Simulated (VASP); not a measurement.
# Zn2Cu3Si2Se8 (a cell with a defect) in VASP: further runs

The runs below take Zn2Cu3Si2Se8 (a cell with a defect) through single point, with PBEsol.

All numbers are computed with VASP 6.6.1; they aren't measurements. Logs are shortened: lines on timing, memory, paths and dates and some standing lists are left out, and cuts for length are marked.

### 1 The cell of the first run

The cell holds a defect, 15 atoms: a = 5.732 Å, b = 5.732 Å, c = 11.332 Å, α = 90.00°, β = 90.00°, γ = 90.00°.

### 2 Single point, PBEsol

The input, INCAR:

```
SYSTEM = Zn2Cu3Si2Se8
PREC = Accurate
ENCUT = 520
EDIFF = 1E-6
ISMEAR = -1
SIGMA = 0.05
LREAL = Auto
LASPH = .TRUE.
NELM = 100
ALGO = Normal
ISIF = 2
LWAVE = .FALSE.
LCHARG = .TRUE.
GGA = PS
LELF = .TRUE.
LVHAR = .TRUE.
NBANDS = 70
NELECT = 114.0
```

The input, KPOINTS:

```
regular mesh
0
G
  2 2 1
  0 0 0
```

The input, POSCAR:

```
Zn2Cu3Si2Se8
1.0
    5.7316980000      0.0000000000      0.0000000000
    0.0000000000      5.7316980000      0.0000000000
    0.0000000000      0.0000000000     11.3322100000
Zn Si Cu Se
2 2 3 8
Direct
   -0.0249140831      0.4497620077      0.2367058147
    0.4622016024      0.0090898020      0.7259131273
   -0.0428494314     -0.0530732778      0.4840538606
    0.4516113724      0.4750250275     -0.0003882738
   -0.0605928645     -0.0275660023     -0.0088861749
    0.4718671500     -0.0697873475      0.2571254857
    0.5141931763      0.5142629636      0.5294024731
    0.2111241730      0.2446395466      0.8825727727
    0.1810807199      0.1855122164      0.3718692117
    0.7746570039      0.2322697393      0.6155286568
    0.6987458167      0.1834185960      0.1333985163
    0.7440203584      0.6961113443      0.3731222771
    0.6892372906      0.6864806904      0.8637503188
    0.2151194986      0.6984841141      0.1157497081
    0.1981960669      0.7579778279      0.6187672131
```

Potentials or basis: VASP PAW PBE potentials, release 64 (Zn, Si, Cu, Se).

On the command line:

```console
cat potpaw_PBE.64/Zn/POTCAR potpaw_PBE.64/Si/POTCAR potpaw_PBE.64/Cu/POTCAR potpaw_PBE.64/Se/POTCAR > POTCAR
mpirun -np 1 vasp_std > vasp.out
```

OUTCAR:

```text
SYSTEM = Zn2Cu3Si2Se8
   PREC = Accurate
   ENCUT = 520
   EDIFF = 1E-6
   ISMEAR = -1
   LREAL = Auto
   LASPH = .TRUE.
   NELM = 100
   ISIF = 2
   GGA = PS
   NELECT = 114.0

 ion  position               nearest neighbor table
   1  0.975  0.450  0.237-  14 2.41   9 2.46  12 2.48  11 2.49
   2  0.462  0.009  0.726-  15 2.42  10 2.53   8 2.65  13 2.75
   3  0.957  0.947  0.484-   9 2.27  12 2.27  15 2.33  10 2.45
   4  0.452  0.475  1.000-  14 2.28   8 2.32  13 2.39  11 2.66
   5  0.939  0.972  0.991-  11 2.44   8 2.52  13 2.61  14 2.64
   6  0.472  0.930  0.257-  11 2.40  12 2.44  14 2.55   9 2.57
   7  0.514  0.514  0.529-  10 2.41  12 2.44  15 2.50
   8  0.211  0.245  0.883-   4 2.32   5 2.52   2 2.65
   9  0.181  0.186  0.372-   3 2.27   1 2.46   6 2.57
  10  0.775  0.232  0.616-   7 2.41   3 2.45   2 2.53
  11  0.699  0.183  0.133-   6 2.40   5 2.44   1 2.49   4 2.66
  12  0.744  0.696  0.373-   3 2.27   7 2.44   6 2.44   1 2.48
  13  0.689  0.686  0.864-   4 2.39   5 2.61   2 2.75
  14  0.215  0.698  0.116-   4 2.28   1 2.41   6 2.55   5 2.64
  15  0.198  0.758  0.619-   3 2.33   2 2.42   7 2.50

  LATTYP: Found a simple tetragonal cell.
 ALAT       =     5.7316980000
 C/A-ratio  =     1.9771121926

  Lattice vectors:

 A1 = (   5.7316980000,   0.0000000000,   0.0000000000)
 A2 = (   0.0000000000,   5.7316980000,   0.0000000000)
 A3 = (   0.0000000000,   0.0000000000,  11.3322100000)

Analysis of symmetry for initial positions (statically):
=====================================================================
 Subroutine PRICEL returns:
 Original cell was already a primitive cell.

 Routine SETGRP: Setting up the symmetry group for a
 simple tetragonal supercell.

 Subroutine GETGRP returns: Found  1 space group operations
 (whereof  1 operations were pure point group operations)
 out of a pool of 16 trial point group operations.

The static configuration has the point symmetry C_1 .

Analysis of symmetry for dynamics (positions and initial velocities):
=====================================================================
 Subroutine PRICEL returns:
 Original cell was already a primitive cell.

 Routine SETGRP: Setting up the symmetry group for a
 simple tetragonal supercell.

 Subroutine GETGRP returns: Found  1 space group operations
 (whereof  1 operations were pure point group operations)
 out of a pool of 16 trial point group operations.

The dynamic configuration has the point symmetry C_1 .

 Subroutine INISYM returns: Found  1 space group operations
 (whereof  1 operations are pure point group operations),
 and found     1 'primitive' translations

----------------------------------------------------------------------------------------

                                     Primitive cell

  volume of cell :     372.2899

  direct lattice vectors                    reciprocal lattice vectors
     5.731698000  0.000000000  0.000000000     0.174468369  0.000000000  0.000000000
     0.000000000  5.731698000  0.000000000     0.000000000  0.174468369  0.000000000
     0.000000000  0.000000000 11.332210000     0.000000000  0.000000000  0.088244041

  length of vectors
     5.731698000  5.731698000 11.332210000     0.174468369  0.174468369  0.088244041

  position of ions in fractional coordinates (direct lattice)
     0.975085917  0.449762008  0.236705815
     0.462201602  0.009089802  0.725913127
     0.957150569  0.946926722  0.484053861
     0.451611372  0.475025028  0.999611726
     0.939407135  0.972433998  0.991113825
     0.471867150  0.930212653  0.257125486
     0.514193176  0.514262964  0.529402473
     0.211124173  0.244639547  0.882572773
     0.181080720  0.185512216  0.371869212
     0.774657004  0.232269739  0.615528657
     0.698745817  0.183418596  0.133398516
     0.744020358  0.696111344  0.373122277
     0.689237291  0.686480690  0.863750319
     0.215119499  0.698484114  0.115749708
     0.198196067  0.757977828  0.618767213

  ion indices of the primitive-cell ions
   primitive index   ion index
                 1           1
                 2           2
                 3           3
                 4           4
                 5           5
                 6           6
                 7           7
                 8           8
                 9           9
                10          10
                11          11
                12          12
                13          13
                14          14
                15          15

----------------------------------------------------------------------------------------

 KPOINTS: regular mesh

Automatic generation of k-mesh.
 Grid dimensions read from file:
 generate k-points for:    2    2    1

 Generating k-lattice:

  Cartesian coordinates                     Fractional coordinates (reciprocal lattice)
     0.087234184  0.000000000  0.000000000     0.500000000  0.000000000  0.000000000
     0.000000000  0.087234184  0.000000000     0.000000000  0.500000000  0.000000000
     0.000000000  0.000000000  0.088244041     0.000000000  0.000000000  1.000000000

  Length of vectors
     0.087234184  0.087234184  0.088244041

  Shift w.r.t. Gamma in fractional coordinates (k-lattice)
     0.000000000  0.000000000  0.000000000

 Subroutine IBZKPT returns following result:
 ===========================================

 Found      4 irreducible k-points:

 Following reciprocal coordinates:
            Coordinates               Weight
  0.000000  0.000000  0.000000      1.000000
  0.500000  0.000000  0.000000      1.000000
  0.000000  0.500000  0.000000      1.000000
  0.500000  0.500000  0.000000      1.000000
   k-points           NKPTS =      4   k-points in BZ     NKDIM =      4   number of bands    NBANDS=     70
   number of dos      NEDOS =    301   number of ions     NIONS =     15
   total plane-waves  NPLWV = 193536
   dimension x,y,z NGX =    48 NGY =   48 NGZ =   84
   dimension x,y,z NGXF=    96 NGYF=   96 NGZF=  168
   ions per type =               2   2   3   8
   NGX,Y,Z   is equivalent  to a cutoff of  13.92, 13.92, 12.32 a.u.
   NGXF,Y,Z  is equivalent  to a cutoff of  27.84, 27.84, 24.65 a.u.
 SYSTEM =  Zn2Cu3Si2Se8
   PREC   = accura    normal or accurate (medium, high low for compatibility)
   ISTART =      0    job   : 0-new  1-cont  2-samecut
   ICHARG =      2    charge: 1-file 2-atom 10-const
   ISPIN  =      1    spin polarized calculation?
   LNONCOLLINEAR =      F non collinear calculations
   LSORBIT =      F    spin-orbit coupling
   LASPH  =      T    aspherical Exc in radial PAW
   ENCUT  =  520.0 eV  38.22 Ry    6.18 a.u.  10.66 10.66 21.07*2*pi/ulx,y,z
   NELM   =    100;   NELMIN=  2; NELMDL= -5     # of ELM steps
   EDIFF  = 0.1E-05   stopping-criterion for ELM
   LREAL  =      T    real-space projection
   EDIFFG = 0.1E-04   stopping-criterion for IOM
   NSW    =      0    number of steps for IOM
   IBRION =     -1    ionic relax: 0-MD 1-quasi-New 2-CG
   NFREE  =      0    steps in history (QN), initial steepest desc. (CG)
   ISIF   =      2    stress and relaxation
   ISYM   =      2    0-nonsym 1-usesym 2-fastsym
   POTIM  = 0.5000    time-step for ionic-motion
   TEBEG  =    0.0;   TEEND  =   0.0 temperature during run
   PSTRESS=    0.0 pullay stress
   NELECT =     114.0000    total number of electrons
   NUPDOWN=      -1.0000    fix difference up-down
   EMIN   =  10.00;   EMAX   =-10.00  energy-range for DOS
   EFERMI =   0.00;   METHOD = LEGACY
   ISMEAR =    -1;   SIGMA  =   0.05  broadening in eV -4-tet -1-fermi 0-gaus
   EFERMI_NEDOS =   21; number of points for ismear=-14 and -15
   IALGO  =     38    algorithm
   IMIX   =      4    mixing-type and parameters
     AMIX     =   0.40;   BMIX     =  1.00
     AMIX_MAG =   1.60;   BMIX_MAG =  1.00
  volume/ion in A,a.u.               =      24.82       167.49
  Fermi-wavevector in a.u.,A,eV,Ry     =   1.103442  2.085202 16.566229  1.217583
  Thomas-Fermi vector in A             =   2.239900
   LORBIT       =      0    0 simple, 1 ext, 2 COOP (PROOUT), +10 PAW based schemes
   GGA     = PS    functional components
   LHFCALC =     F    Hartree Fock is set to
   AEXX    =    0.0000 exact exchange contribution
   IVDW    =     0    specifies the selected vdW correction
   LEPSILON=     F    determine dielectric tensor
   LRPA    =     F    only Hartree local field effects (RPA)
 non-spin polarized calculation
  energy-cutoff  :      520.00
  volume of cell :      372.29
 maximum number of plane-waves:     10031
 NGX is ok and might be reduce to    48
   NGX = 21   NGY = 21   NGZ = 43

 number of electron     114.0000022 magnetization

 Free energy of the ion-electron system (eV)
  ---------------------------------------------------
  ext. energy  EPLUGINS =         0.00000000
  ---------------------------------------------------
  free energy    TOTEN  =       -59.44364075 eV

  energy without entropy =      -59.44246296  energy(sigma->0) =      -59.44305185

 E-fermi :   2.6415     XC(G=0):  -9.1340

 val. band max:        2.3328003635   @ k =   0.0000   0.0000   0.0000
 cond. band min:       2.9282163764   @ k =   0.0000   0.0000   0.0000
 fundamental gap:      0.5954160129
 Fermi energy:         2.6415235547

 k-point     1 :       0.0000    0.0000    0.0000
  band No.  band energies     occupation
      1     -11.9404      2.00000
      2     -11.4441      2.00000
      3     -10.8938      2.00000
      4     -10.5430      2.00000
      5     -10.4458      2.00000
      6     -10.2135      2.00000
[... 61 lines left out ...]
     68       6.1448      0.00000
     69       6.4090      0.00000
[... 214 lines left out ...]
     68       6.9154      0.00000
     69       7.1594      0.00000
 [bands above 69 left out]

------------------------ aborting loop because EDIFF is reached ----------------------------------------

  FORCE on cell =-STRESS in cart. coord.  units (eV):
  Direction    XX          YY          ZZ          XY          YZ          ZX
  --------------------------------------------------------------------------------------
  -------------------------------------------------------------------------------------
  Total       -3.3605103     -3.9680585     -3.7760150      1.8116727     -0.1184080     -0.0145316
  in kB      -14.4622081    -17.0768372    -16.2503637      7.7966692     -0.5095778     -0.0625379
  external PRESSURE =     -15.9298030 kB  Pullay stress =       0.0000000 kB

 VOLUME and BASIS-vectors are now :
 -----------------------------------------------------------------------------
  energy-cutoff  :      520.00
  volume of cell :      372.29
      direct lattice vectors                 reciprocal lattice vectors
     5.731698000  0.000000000  0.000000000     0.174468369  0.000000000  0.000000000
     0.000000000  5.731698000  0.000000000     0.000000000  0.174468369  0.000000000
     0.000000000  0.000000000 11.332210000     0.000000000  0.000000000  0.088244041

 POSITION                                       TOTAL-FORCE (eV/Angst)
 -----------------------------------------------------------------------------------
      5.58890      2.57790      2.68240        -0.205899     -0.631580     -0.077471
      2.64920      0.05210      8.22620         0.270402      0.336248      0.621164
      5.48610      5.42750      5.48540         0.221162      1.185242      0.926209
      2.58850      2.72270     11.32781         0.714247     -0.965809     -0.803142
      5.38440      5.57370     11.23151        -0.032452     -0.084492     -0.153678
      2.70460      5.33170      2.91380        -0.284005      0.118341      0.012474
      2.94720      2.94760      5.99930        -0.186124     -0.019093      0.026400
      1.21010      1.40220     10.00150         0.271157     -0.258898     -0.010197
      1.03790      1.06330      4.21410         0.963734     -0.090494     -0.296121
      4.44010      1.33130      6.97530        -0.489507     -0.894422     -0.110980
      4.00500      1.05130      1.51170        -0.264882      1.078700     -0.773353
      4.26450      3.98990      4.22830        -0.906538      0.105284     -0.103126
      3.95050      3.93470      9.78820        -0.238294      0.141953      0.828870
      1.23300      4.00350      1.31170         0.090531      0.674077      0.297016
      1.13600      4.34450      7.01200         0.076466     -0.695058     -0.384065
 -----------------------------------------------------------------------------------
    total drift:                                0.008358      0.010321      0.011250

  FREE ENERGIE OF THE ION-ELECTRON SYSTEM (eV)
  ---------------------------------------------------
  free  energy   TOTEN  =       -59.4436407464 eV

  energy  without entropy=      -59.4424629596  energy(sigma->0) =      -59.44305185
```

It took 5.6 min on 1 thread of Intel Xeon 8259CL, shared host; peak memory 0.48 GiB.

Results:

| Quantity | Value |
| --- | --- |
| Free energy | -59.4436 eV |
| Largest force | 1.520 eV/Å |

Forces on the atoms (eV/Å):
```
Zn  -0.206 -0.632 -0.077
Zn   0.270  0.336  0.621
Si   0.221  1.185  0.926
Si   0.714 -0.966 -0.803
Cu  -0.032 -0.084 -0.154
Cu  -0.284  0.118  0.012
Cu  -0.186 -0.019  0.026
Se   0.271 -0.259 -0.010
Se   0.964 -0.090 -0.296
Se  -0.490 -0.894 -0.111
Se  -0.265  1.079 -0.773
Se  -0.907  0.105 -0.103
Se  -0.238  0.142  0.829
Se   0.091  0.674  0.297
Se   0.076 -0.695 -0.384
```

Caveat: the k points lie up to 0.55 Å⁻¹ apart; the cell carries a net charge on a neutralising background, which shifts energy and pressure; the cell is charged against a uniform background, so pressure and absolute levels hang on convention; the PAW data sets were made with another functional, which shifts forces and pressure a little.

(Continued in part 2 of 2.)
